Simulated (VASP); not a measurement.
# Mn (P6_3/mmc) in VASP: single point with PBE

Aim: the single point of Mn with PBE.

All numbers are computed with VASP 6.6.1; they aren't measurements. Logs are shortened: lines on timing, memory, paths and dates and some standing lists are left out, and cuts for length are marked.

## 1. The cell of the first run

It takes space group P6_3/mmc (No. 194, hexagonal). The conventional cell has a = 2.484 Å, b = 2.484 Å, c = 4.026 Å, α = 90.00°, β = 90.00°, γ = 120.00°. Within 3.3 Å of Mn (site symmetry -6m2) lie 12 Mn at 2.47 to 2.48 Å.

## 2. Single point, PBE, collinear spin, antiferromagnetic start

INCAR reads:

```
PREC = Accurate ; ENCUT = 520
EDIFF = 1E-6 ; ISMEAR = -1
SIGMA = 0.025 ; LREAL = False
LASPH = True ; NELM = 150
ALGO = Normal ; ISIF = 2
LWAVE = False ; LCHARG = True
ISPIN = 2 ; MAGMOM = 4 -4
LORBIT = 11 ; LMAXMIX = 4
GGA = PE ; LELF = True
LVHAR = True ; NBANDS = 24
```

KPOINTS reads:

```
regular mesh
0
Gamma
  12 12 7
```

POSCAR reads:

```
Mn
1.0
    2.4836457705      0.0000000000      0.0000000000
   -1.2418228852      2.1509003313      0.0000000000
    0.0000000000      0.0000000000      4.0261950000
Mn
2
Direct
    0.6666666667      0.3333333333      0.7500000000
    0.3333333333      0.6666666667      0.2500000000
```

Potentials or basis: VASP PAW PBE potentials, release 64 (Mn_pv).

Launch:

```bash
$ cat potpaw_PBE.64/Mn_pv/POTCAR > POTCAR
$ mpirun -np 1 vasp_std > vasp.out
```

OUTCAR:

```text
PREC = Accurate
   ENCUT = 520
   EDIFF = 1E-6
   ISMEAR = -1
   LREAL = False
   LASPH = True
   NELM = 150
   ISIF = 2
   ISPIN = 2
   LORBIT = 11
   GGA = PE

 ion  position               nearest neighbor table
   1  0.667  0.333  0.750-   2 2.47   2 2.47   2 2.47   2 2.47   2 2.47   2 2.47
   2  0.333  0.667  0.250-   1 2.47   1 2.47   1 2.47   1 2.47   1 2.47   1 2.47

  LATTYP: Found a hexagonal cell.
 ALAT       =     2.4836457705
 C/A-ratio  =     1.6210826229

  Lattice vectors:

 A1 = (   2.4836457705,   0.0000000000,   0.0000000000)
 A2 = (  -1.2418228852,   2.1509003313,   0.0000000000)
 A3 = (   0.0000000000,   0.0000000000,   4.0261950000)

Analysis of symmetry for initial positions (statically):
=====================================================================
 Subroutine PRICEL returns:
 Original cell was already a primitive cell.

 Routine SETGRP: Setting up the symmetry group for a
 hexagonal supercell.

 Subroutine GETGRP returns: Found 24 space group operations
 (whereof 12 operations were pure point group operations)
 out of a pool of 24 trial point group operations.

The static configuration has the point symmetry D_3d.
 The point group associated with its full space group is D_6h.

Analysis of symmetry for dynamics (positions and initial velocities):
=====================================================================
 Subroutine PRICEL returns:
 Original cell was already a primitive cell.

 Routine SETGRP: Setting up the symmetry group for a
 hexagonal supercell.

 Subroutine GETGRP returns: Found 24 space group operations
 (whereof 12 operations were pure point group operations)
 out of a pool of 24 trial point group operations.

The dynamic configuration has the point symmetry D_3d.
 The point group associated with its full space group is D_6h.

Analysis of structural, dynamic, and magnetic symmetry:
=====================================================================
 Subroutine PRICEL returns:
 Original cell was already a primitive cell.

 Routine SETGRP: Setting up the symmetry group for a
 hexagonal supercell.

 Subroutine GETGRP returns: Found 24 space group operations
 (whereof 12 operations were pure point group operations)
 out of a pool of 24 trial point group operations.

The overall configuration has the point symmetry D_3d.
 The point group associated with its full space group is D_6h.

 Subroutine INISYM returns: Found 24 space group operations
 (whereof 12 operations are pure point group operations),
 and found     1 'primitive' translations

----------------------------------------------------------------------------------------

                                     Primitive cell

  volume of cell :      21.5082

  direct lattice vectors                    reciprocal lattice vectors
     2.483645770  0.000000000  0.000000000     0.402633907  0.232460795  0.000000000
    -1.241822885  2.150900331  0.000000000     0.000000000  0.464921589  0.000000000
     0.000000000  0.000000000  4.026195000     0.000000000  0.000000000  0.248373464

  length of vectors
     2.483645770  2.483645771  4.026195000     0.464921589  0.464921589  0.248373464

  position of ions in fractional coordinates (direct lattice)
     0.666666667  0.333333333  0.750000000
     0.333333333  0.666666667  0.250000000

  ion indices of the primitive-cell ions
   primitive index   ion index
                 1           1
                 2           2

----------------------------------------------------------------------------------------

 KPOINTS: regular mesh

Automatic generation of k-mesh.
 Grid dimensions read from file:
 generate k-points for:   12   12    7

 Generating k-lattice:

  Cartesian coordinates                     Fractional coordinates (reciprocal lattice)
     0.033552826  0.019371733  0.000000000     0.083333333  0.000000000  0.000000000
     0.000000000  0.038743466  0.000000000     0.000000000  0.083333333  0.000000000
     0.000000000  0.000000000  0.035481923     0.000000000  0.000000000  0.142857143

  Length of vectors
     0.038743466  0.038743466  0.035481923

  Shift w.r.t. Gamma in fractional coordinates (k-lattice)
     0.000000000  0.000000000  0.000000000

 Subroutine IBZKPT returns following result:
 ===========================================

 Found     76 irreducible k-points:

 Following reciprocal coordinates:
            Coordinates               Weight
  0.000000  0.000000  0.000000      1.000000
  0.083333  0.000000  0.000000      6.000000
  0.166667  0.000000  0.000000      6.000000
  0.250000  0.000000  0.000000      6.000000
  0.333333  0.000000  0.000000      6.000000
  0.416667  0.000000  0.000000      6.000000
[... 16 lines left out ...]
  0.250000  0.000000  0.142857     12.000000
  0.333333  0.000000  0.142857     12.000000
 [... further k-points ...]
   k-points           NKPTS =     76   k-points in BZ     NKDIM =     76   number of bands    NBANDS=     24
   number of dos      NEDOS =    301   number of ions     NIONS =      2
   total plane-waves  NPLWV =   9720
   dimension x,y,z NGX =    18 NGY =   18 NGZ =   30
   dimension x,y,z NGXF=    36 NGYF=   36 NGZF=   60
   ions per type =               2
   NGX,Y,Z   is equivalent  to a cutoff of  12.05, 12.05, 12.39 a.u.
   NGXF,Y,Z  is equivalent  to a cutoff of  24.10, 24.10, 24.77 a.u.
 SYSTEM =  unknown system
   PREC   = accura    normal or accurate (medium, high low for compatibility)
   ISTART =      0    job   : 0-new  1-cont  2-samecut
   ICHARG =      2    charge: 1-file 2-atom 10-const
   ISPIN  =      2    spin polarized calculation?
   LNONCOLLINEAR =      F non collinear calculations
   LSORBIT =      F    spin-orbit coupling
   LASPH  =      T    aspherical Exc in radial PAW
   ENCUT  =  520.0 eV  38.22 Ry    6.18 a.u.   4.62  4.62  7.49*2*pi/ulx,y,z
   NELM   =    150;   NELMIN=  2; NELMDL= -5     # of ELM steps
   EDIFF  = 0.1E-05   stopping-criterion for ELM
   LREAL  =      F    real-space projection
   EDIFFG = 0.1E-04   stopping-criterion for IOM
   NSW    =      0    number of steps for IOM
   IBRION =     -1    ionic relax: 0-MD 1-quasi-New 2-CG
   NFREE  =      0    steps in history (QN), initial steepest desc. (CG)
   ISIF   =      2    stress and relaxation
   ISYM   =      2    0-nonsym 1-usesym 2-fastsym
   POTIM  = 0.5000    time-step for ionic-motion
   TEBEG  =    0.0;   TEEND  =   0.0 temperature during run
   PSTRESS=    0.0 pullay stress
   NELECT =      26.0000    total number of electrons
   NUPDOWN=      -1.0000    fix difference up-down
   EMIN   =  10.00;   EMAX   =-10.00  energy-range for DOS
   EFERMI =   0.00;   METHOD = LEGACY
   ISMEAR =    -1;   SIGMA  =   0.03  broadening in eV -4-tet -1-fermi 0-gaus
   EFERMI_NEDOS =   21; number of points for ismear=-14 and -15
   IALGO  =     38    algorithm
   IMIX   =      4    mixing-type and parameters
     AMIX     =   0.40;   BMIX     =  1.00
     AMIX_MAG =   1.60;   BMIX_MAG =  1.00
  volume/ion in A,a.u.               =      10.75        72.57
  Fermi-wavevector in a.u.,A,eV,Ry     =   1.743938  3.295565 41.379665  3.041320
  Thomas-Fermi vector in A             =   2.815914
   LORBIT       =     11    0 simple, 1 ext, 2 COOP (PROOUT), +10 PAW based schemes
   GGA     = PE    functional components
   LHFCALC =     F    Hartree Fock is set to
   AEXX    =    0.0000 exact exchange contribution
   IVDW    =     0    specifies the selected vdW correction
   LEPSILON=     F    determine dielectric tensor
   LRPA    =     F    only Hartree local field effects (RPA)
 spin polarized calculation
  energy-cutoff  :      520.00
  volume of cell :       21.51
 maximum number of plane-waves:       590
   NGX =  9   NGY =  9   NGZ = 15

 number of electron      26.0000029 magnetization       0.0000000

 number of electron      26.0000029 magnetization      -0.0000000

 Free energy of the ion-electron system (eV)
  ---------------------------------------------------
  ext. energy  EPLUGINS =         0.00000000
  ---------------------------------------------------
  free energy    TOTEN  =       -17.89177280 eV

  energy without entropy =      -17.88659455  energy(sigma->0) =      -17.88918367

 E-fermi :  10.3559     XC(G=0): -14.0132

 val. band max:       10.3382475480   @ k =   0.2500   0.0000   0.4286
 cond. band min:      10.3673364659   @ k =   0.1667   0.0833   0.1429
 fundamental gap:      0.0290889179
 Fermi energy:        10.3558805481

 spin component 1

 k-point     1 :       0.0000    0.0000    0.0000
  band No.  band energies     occupation
      1     -37.9643      1.00000
      2     -37.3836      1.00000
      3     -37.3836      1.00000
      4     -37.0571      1.00000
      5     -37.0010      1.00000
      6     -37.0010      1.00000
[... 16 lines left out ...]
     23      36.7671      0.00000
     24      36.7671      0.00000
[... 598 lines left out ...]
      2     -37.7573      1.00000
      3     -37.4886      1.00000
      4     -37.4168      1.00000
      5     -37.1266      1.00000
      6     -37.0938      1.00000
[... 16 lines left out ...]
     23      30.8766      0.00000
     24      33.1837      0.00000

 [... further k-points ...]

 spin component 2

 k-point     1 :       0.0000    0.0000    0.0000
  band No.  band energies     occupation
      1     -37.9643      1.00000
      2     -37.3836      1.00000
      3     -37.3836      1.00000
      4     -37.0571      1.00000
      5     -37.0010      1.00000
      6     -37.0010      1.00000
[... 16 lines left out ...]
     23      36.7671      0.00000
     24      36.7671      0.00000
[... 598 lines left out ...]
      2     -37.7573      1.00000
      3     -37.4886      1.00000
      4     -37.4168      1.00000
      5     -37.1266      1.00000
      6     -37.0938      1.00000
[... 16 lines left out ...]
     23      30.8766      0.00000
     24      33.1837      0.00000

 [... further k-points ...]

------------------------ aborting loop because EDIFF is reached ----------------------------------------

  FORCE on cell =-STRESS in cart. coord.  units (eV):
  Direction    XX          YY          ZZ          XY          YZ          ZX
  --------------------------------------------------------------------------------------
  -------------------------------------------------------------------------------------
  Total       -0.0869316     -0.0869316     -0.0447416     -0.0000000      0.0000000     -0.0000000
  in kB       -6.4756495     -6.4756495     -3.3328648     -0.0000000      0.0000000     -0.0000000
  external PRESSURE =      -5.4280546 kB  Pullay stress =       0.0000000 kB

 VOLUME and BASIS-vectors are now :
 -----------------------------------------------------------------------------
  energy-cutoff  :      520.00
  volume of cell :       21.51
      direct lattice vectors                 reciprocal lattice vectors
     2.483645770  0.000000000  0.000000000     0.402633907  0.232460795  0.000000000
    -1.241822885  2.150900331  0.000000000     0.000000000  0.464921589  0.000000000
     0.000000000  0.000000000  4.026195000     0.000000000  0.000000000  0.248373464

 POSITION                                       TOTAL-FORCE (eV/Angst)
 -----------------------------------------------------------------------------------
      1.24182      0.71697      3.01965         0.000000     -0.000000      0.000000
     -0.00000      1.43393      1.00655        -0.000000      0.000000      0.000000
 -----------------------------------------------------------------------------------
    total drift:                               -0.000000      0.000000     -0.000000

  FREE ENERGIE OF THE ION-ELECTRON SYSTEM (eV)
  ---------------------------------------------------
  free  energy   TOTEN  =       -17.8917728024 eV

  energy  without entropy=      -17.8865945473  energy(sigma->0) =      -17.88918367

 total charge

# of ion       s       p       d       tot
------------------------------------------
    1        0.427   6.400   5.158  11.984
    2        0.427   6.400   5.158  11.984
--------------------------------------------------
tot          0.854  12.799  10.315  23.968

 magnetization (x)

# of ion       s       p       d       tot
------------------------------------------
    1        0.003   0.005   0.374   0.382
    2       -0.003  -0.005  -0.374  -0.382
--------------------------------------------------
tot          0.000   0.000   0.000   0.000
```

Wall time 87 s (1 thread of AMD EPYC 7R13 (Zen 3), shared host); peak memory 0.14 GiB.

Results:

```yaml
Free_energy: -17.8918 eV
Pressure: -0.5 GPa
Band_gap_on_the_k_mesh: zero (filled and empty bands overlap)
Net_moment: 0.00 μB per cell
Site_moments: Mn +0.38, -0.38 μB
Valence_electrons_inside_the_program's_atomic_spheres: Mn 11.98
```

Caveat: the moment fell far below its start of 4 μB, so a state of higher moment may lie lower in energy.
